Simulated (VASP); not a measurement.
# WS2 in VASP: single point with PBE

Aim: the single point of WS2 with PBE.

All numbers are computed with VASP 6.6.1; they aren't measurements. Logs are shortened: lines on timing, memory, paths and dates and some standing lists are left out, and cuts for length are marked.

**1. The cell of the first run**

The cell holds a slab with vacuum, 12 atoms: a = 3.183 Å, b = 3.183 Å, c = 60.956 Å, α = 90.00°, β = 90.00°, γ = 120.00°.

**2. Single point, PBE**

INCAR

```
SYSTEM = WS2
  ALGO = Normal
  DIPOL = 0.5 0.5 0.503
  EDIFF = 1E-6
  ENCUT = 400
  GGA = PE
  GGA_COMPAT = .FALSE.
  IDIPOL = 3
  ISIF = 2
  ISMEAR = 0
  LASPH = .TRUE.
  LCHARG = .TRUE.
  LDIPOL = .TRUE.
  LELF = .TRUE.
  LREAL = .FALSE.
  LVACPOTAV = .TRUE.
  LVHAR = .TRUE.
  LWAVE = .FALSE.
  NBANDS = 64
  NELM = 120
  NELMDL = -8
  PREC = Accurate
  SIGMA = 0.05
```

KPOINTS

```
k-points
0
G
  18 18 1
  0 0 0
```

POSCAR

```
WS2
1.0
    3.1832085600      0.0000000000      0.0000000000
   -1.5916042800      2.7567394800      0.0000000000
    0.0000000000      0.0000000000     60.9556468415
S W
8 4
Direct
    0.6666666668      0.3333333332      0.1394456534
    0.6666666668      0.3333333332      0.1906004109
    0.3333333332      0.6666666665      0.4211047447
    0.3333333332      0.6666666665      0.4722595022
    0.6666666668      0.3333333332      0.5409475296
    0.6666666668      0.3333333332      0.5925462177
    0.3333333332      0.6666666665      0.8091697926
    0.3333333332      0.6666666665      0.8607669337
    0.3333333332      0.6666666665      0.1650248464
    0.6666666668      0.3333333332      0.4466803092
    0.3333333332      0.6666666665      0.5667477531
    0.6666666668      0.3333333332      0.8349683606
```

Potentials or basis: VASP PAW PBE potentials, release 64 (S, W_sv).

On the command line:

```bash
> cat potpaw_PBE.64/S/POTCAR potpaw_PBE.64/W_sv/POTCAR > POTCAR
> mpirun -np 1 vasp_std > vasp.out
```

OUTCAR:

```text
SYSTEM = WS2
   EDIFF = 1E-6
   ENCUT = 400
   GGA = PE
   ISIF = 2
   ISMEAR = 0
   LASPH = .TRUE.
   LREAL = .FALSE.
   NELM = 120
   NELMDL = -8
   PREC = Accurate

 ion  position               nearest neighbor table
   1  0.667  0.333  0.139-   9 2.41   9 2.41   9 2.41
   2  0.667  0.333  0.191-   9 2.41   9 2.41   9 2.41
   3  0.333  0.667  0.421-  10 2.41  10 2.41  10 2.41
   4  0.333  0.667  0.472-  10 2.41  10 2.41  10 2.41
   5  0.667  0.333  0.541-  11 2.42  11 2.42  11 2.42
   6  0.667  0.333  0.593-  11 2.42  11 2.42  11 2.42
   7  0.333  0.667  0.809-  12 2.42  12 2.42  12 2.42
   8  0.333  0.667  0.861-  12 2.42  12 2.42  12 2.42
   9  0.333  0.667  0.165-   2 2.41   2 2.41   2 2.41   1 2.41   1 2.41   1 2.41
  10  0.667  0.333  0.447-   3 2.41   3 2.41   3 2.41   4 2.41   4 2.41   4 2.41
  11  0.333  0.667  0.567-   6 2.42   6 2.42   6 2.42   5 2.42   5 2.42   5 2.42
  12  0.667  0.333  0.835-   7 2.42   7 2.42   7 2.42   8 2.42   8 2.42   8 2.42

  LATTYP: Found a hexagonal cell.
 ALAT       =     3.1832085600
 C/A-ratio  =    19.1491213009

  Lattice vectors:

 A1 = (   3.1832085600,   0.0000000000,   0.0000000000)
 A2 = (  -1.5916042800,   2.7567394800,   0.0000000000)
 A3 = (   0.0000000000,   0.0000000000,  60.9556468415)

Analysis of symmetry for initial positions (statically):
=====================================================================
 Subroutine PRICEL returns:
 Original cell was already a primitive cell.

 Routine SETGRP: Setting up the symmetry group for a
 hexagonal supercell.

 Subroutine GETGRP returns: Found  6 space group operations
 (whereof  6 operations were pure point group operations)
 out of a pool of 24 trial point group operations.

The static configuration has the point symmetry C_3v.

Analysis of symmetry for dynamics (positions and initial velocities):
=====================================================================
 Subroutine PRICEL returns:
 Original cell was already a primitive cell.

 Routine SETGRP: Setting up the symmetry group for a
 hexagonal supercell.

 Subroutine GETGRP returns: Found  6 space group operations
 (whereof  6 operations were pure point group operations)
 out of a pool of 24 trial point group operations.

The dynamic configuration has the point symmetry C_3v.

 Subroutine INISYM returns: Found  6 space group operations
 (whereof  6 operations are pure point group operations),
 and found     1 'primitive' translations

----------------------------------------------------------------------------------------

                                     Primitive cell

  volume of cell :     534.9027

  direct lattice vectors                    reciprocal lattice vectors
     3.183208560  0.000000000  0.000000000     0.314148439  0.181373686  0.000000000
    -1.591604280  2.756739480  0.000000000     0.000000000  0.362747371  0.000000000
     0.000000000  0.000000000 60.955646841     0.000000000  0.000000000  0.016405371

  length of vectors
     3.183208560  3.183208561 60.955646841     0.362747372  0.362747371  0.016405371

  position of ions in fractional coordinates (direct lattice)
     0.666666667  0.333333333  0.139445653
     0.666666667  0.333333333  0.190600411
     0.333333333  0.666666666  0.421104745
     0.333333333  0.666666666  0.472259502
     0.666666667  0.333333333  0.540947530
     0.666666667  0.333333333  0.592546218
     0.333333333  0.666666666  0.809169793
     0.333333333  0.666666666  0.860766934
     0.333333333  0.666666666  0.165024846
     0.666666667  0.333333333  0.446680309
     0.333333333  0.666666666  0.566747753
     0.666666667  0.333333333  0.834968361

  ion indices of the primitive-cell ions
   primitive index   ion index
                 1           1
                 2           2
                 3           3
                 4           4
                 5           5
                 6           6
                 7           7
                 8           8
                 9           9
                10          10
                11          11
                12          12

----------------------------------------------------------------------------------------

 KPOINTS: k-points

Automatic generation of k-mesh.
 Grid dimensions read from file:
 generate k-points for:   18   18    1

 Generating k-lattice:

  Cartesian coordinates                     Fractional coordinates (reciprocal lattice)
     0.017452691  0.010076316  0.000000000     0.055555556  0.000000000  0.000000000
     0.000000000  0.020152632  0.000000000     0.000000000  0.055555556  0.000000000
     0.000000000  0.000000000  0.016405371     0.000000000  0.000000000  1.000000000

  Length of vectors
     0.020152632  0.020152632  0.016405371

  Shift w.r.t. Gamma in fractional coordinates (k-lattice)
     0.000000000  0.000000000  0.000000000

 Subroutine IBZKPT returns following result:
 ===========================================

 Found     37 irreducible k-points:

 Following reciprocal coordinates:
            Coordinates               Weight
  0.000000  0.000000  0.000000      1.000000
  0.055556 -0.000000  0.000000      6.000000
  0.111111 -0.000000  0.000000      6.000000
  0.166667 -0.000000  0.000000      6.000000
  0.222222  0.000000  0.000000      6.000000
  0.277778 -0.000000  0.000000      6.000000
[... 16 lines left out ...]
  0.333333  0.111111  0.000000     12.000000
  0.388889  0.111111  0.000000     12.000000
 [... further k-points ...]
   k-points           NKPTS =     37   k-points in BZ     NKDIM =     37   number of bands    NBANDS=     64
   number of dos      NEDOS =    301   number of ions     NIONS =     12
   total plane-waves  NPLWV = 230400
   dimension x,y,z NGX =    24 NGY =   24 NGZ =  400
   dimension x,y,z NGXF=    48 NGYF=   48 NGZF=  800
   ions per type =               8   4
   NGX,Y,Z   is equivalent  to a cutoff of  12.53, 12.53, 10.91 a.u.
   NGXF,Y,Z  is equivalent  to a cutoff of  25.07, 25.07, 21.82 a.u.
 SYSTEM =  WS2
   PREC   = accura    normal or accurate (medium, high low for compatibility)
   ISTART =      0    job   : 0-new  1-cont  2-samecut
   ICHARG =      2    charge: 1-file 2-atom 10-const
   ISPIN  =      1    spin polarized calculation?
   LNONCOLLINEAR =      F non collinear calculations
   LSORBIT =      F    spin-orbit coupling
   LASPH  =      T    aspherical Exc in radial PAW
   ENCUT  =  400.0 eV  29.40 Ry    5.42 a.u.   5.19  5.19 99.40*2*pi/ulx,y,z
   NELM   =    120;   NELMIN=  2; NELMDL= -8     # of ELM steps
   EDIFF  = 0.1E-05   stopping-criterion for ELM
   LREAL  =      F    real-space projection
   EDIFFG = 0.1E-04   stopping-criterion for IOM
   NSW    =      0    number of steps for IOM
   IBRION =     -1    ionic relax: 0-MD 1-quasi-New 2-CG
   NFREE  =      0    steps in history (QN), initial steepest desc. (CG)
   ISIF   =      2    stress and relaxation
   ISYM   =      2    0-nonsym 1-usesym 2-fastsym
   POTIM  = 0.5000    time-step for ionic-motion
   TEBEG  =    0.0;   TEEND  =   0.0 temperature during run
   PSTRESS=    0.0 pullay stress
   NELECT =     104.0000    total number of electrons
   NUPDOWN=      -1.0000    fix difference up-down
   EMIN   =  10.00;   EMAX   =-10.00  energy-range for DOS
   EFERMI =   0.00;   METHOD = LEGACY
   ISMEAR =     0;   SIGMA  =   0.05  broadening in eV -4-tet -1-fermi 0-gaus
   EFERMI_NEDOS =   21; number of points for ismear=-14 and -15
   IALGO  =     38    algorithm
   IMIX   =      4    mixing-type and parameters
     AMIX     =   0.40;   BMIX     =  1.00
     AMIX_MAG =   1.60;   BMIX_MAG =  1.00
  volume/ion in A,a.u.               =      44.58       300.81
  Fermi-wavevector in a.u.,A,eV,Ry     =   0.948406  1.792228 12.238089  0.899474
  Thomas-Fermi vector in A             =   2.076592
   LORBIT       =      0    0 simple, 1 ext, 2 COOP (PROOUT), +10 PAW based schemes
   GGA     = PE    functional components
   LHFCALC =     F    Hartree Fock is set to
   AEXX    =    0.0000 exact exchange contribution
   IVDW    =     0    specifies the selected vdW correction
   LEPSILON=     F    determine dielectric tensor
   LRPA    =     F    only Hartree local field effects (RPA)
 non-spin polarized calculation
 Gauss-broadening in eV      SIGMA  =   0.05
  energy-cutoff  :      400.00
  volume of cell :      534.90
 maximum number of plane-waves:      9791
 NGX is ok and might be reduce to    24
   NGX = 11   NGY = 11   NGZ =199

 dipolmoment           0.000000      0.000000     -0.000014 electrons x Angstroem

 number of electron     103.9999999 magnetization

 dipolmoment           0.000000      0.000000      0.000065 electrons x Angstroem

 Free energy of the ion-electron system (eV)
  ---------------------------------------------------
  ext. energy  EPLUGINS =         0.00000000
  ---------------------------------------------------
  free energy    TOTEN  =       -94.69258782 eV

  energy without entropy =      -94.69258782  energy(sigma->0) =      -94.69258782

 E-fermi :  -0.2256     XC(G=0):  -4.9473

 val. band max:       -0.6027766681   @ k =   0.0000   0.0000   0.0000
 cond. band min:       1.0831982029   @ k =   0.3333   0.3333   0.0000
 fundamental gap:      1.6859748710
 Fermi energy:        -0.2255893261

 k-point     1 :       0.0000    0.0000    0.0000
  band No.  band energies     occupation
      1     -74.7303      2.00000
      2     -74.7299      2.00000
      3     -74.7265      2.00000
      4     -74.7263      2.00000
      5     -38.9630      2.00000
      6     -38.9628      2.00000
[... 56 lines left out ...]
     63       2.3413      0.00000
     64       2.3494      0.00000

 k-point     2 :       0.0556   -0.0000    0.0000
  band No.  band energies     occupation
      1     -74.7297      2.00000
      2     -74.7294      2.00000
      3     -74.7260      2.00000
      4     -74.7258      2.00000
      5     -38.9611      2.00000
      6     -38.9609      2.00000
[... 1530 lines left out ...]
     63       3.3476      0.00000
     64       3.3867      0.00000

 [... further k-points ...]

------------------------ aborting loop because EDIFF is reached ----------------------------------------

  FORCE on cell =-STRESS in cart. coord.  units (eV):
  Direction    XX          YY          ZZ          XY          YZ          ZX
  --------------------------------------------------------------------------------------
  -------------------------------------------------------------------------------------
  Total        1.0977729      1.0977729      1.6406928      0.0000000     -0.0000000      0.0000000
  in kB        3.2881250      3.2881250      4.9143163      0.0000000     -0.0000000      0.0000000
  external PRESSURE =       3.8301888 kB  Pullay stress =       0.0000000 kB

 VOLUME and BASIS-vectors are now :
 -----------------------------------------------------------------------------
  energy-cutoff  :      400.00
  volume of cell :      534.90
      direct lattice vectors                 reciprocal lattice vectors
     3.183208560  0.000000000  0.000000000     0.314148439  0.181373686  0.000000000
    -1.591604280  2.756739480  0.000000000     0.000000000  0.362747371  0.000000000
     0.000000000  0.000000000 60.955646841     0.000000000  0.000000000  0.016405371

 POSITION                                       TOTAL-FORCE (eV/Angst)
 -----------------------------------------------------------------------------------
      1.59160      0.91891      8.50000        -0.000000      0.000000     -0.271770
      1.59160      0.91891     11.61817        -0.000000     -0.000000      0.275318
     -0.00000      1.83783     25.66871         0.000000     -0.000000     -0.275204
     -0.00000      1.83783     28.78688         0.000000     -0.000000      0.271583
      1.59160      0.91891     32.97381        -0.000000      0.000000     -0.003856
      1.59160      0.91891     36.11904        -0.000000     -0.000000      0.005568
     -0.00000      1.83783     49.32347         0.000000     -0.000000     -0.006186
     -0.00000      1.83783     52.46861         0.000000     -0.000000      0.005910
     -0.00000      1.83783     10.05920         0.000000     -0.000000     -0.003549
      1.59160      0.91891     27.22769        -0.000000      0.000000      0.001772
     -0.00000      1.83783     34.54648         0.000000     -0.000000      0.000603
      1.59160      0.91891     50.89604        -0.000000     -0.000000     -0.000189
 -----------------------------------------------------------------------------------
    total drift:                               -0.000002      0.000003      0.000898

  FREE ENERGIE OF THE ION-ELECTRON SYSTEM (eV)
  ---------------------------------------------------
  free  energy   TOTEN  =       -94.6925878241 eV

  energy  without entropy=      -94.6925878241  energy(sigma->0) =      -94.69258782

 vacuum level on the upper side and lower side of the slab         4.989         4.988
```

It took 59 min on 1 thread of Intel Xeon 8259CL, shared host; peak memory 0.9 GiB.

Results:

- Free energy: -94.6926 eV
- Largest force: 0.275 eV/Å
- Band gap on the k mesh: 1.69 eV (least direct gap 1.77 eV)

Forces in eV/Å, atoms in the order of the input:
```
S    0.000  0.000 -0.272
S    0.000  0.000  0.275
S    0.000  0.000 -0.275
S    0.000  0.000  0.272
S    0.000  0.000 -0.004
S    0.000  0.000  0.006
S    0.000  0.000 -0.006
S    0.000  0.000  0.006
W    0.000  0.000 -0.004
W    0.000  0.000  0.002
W    0.000  0.000  0.001
W    0.000  0.000  0.000
```

Caveat: spin-orbit coupling is left out, which moves the levels of the heavy elements.
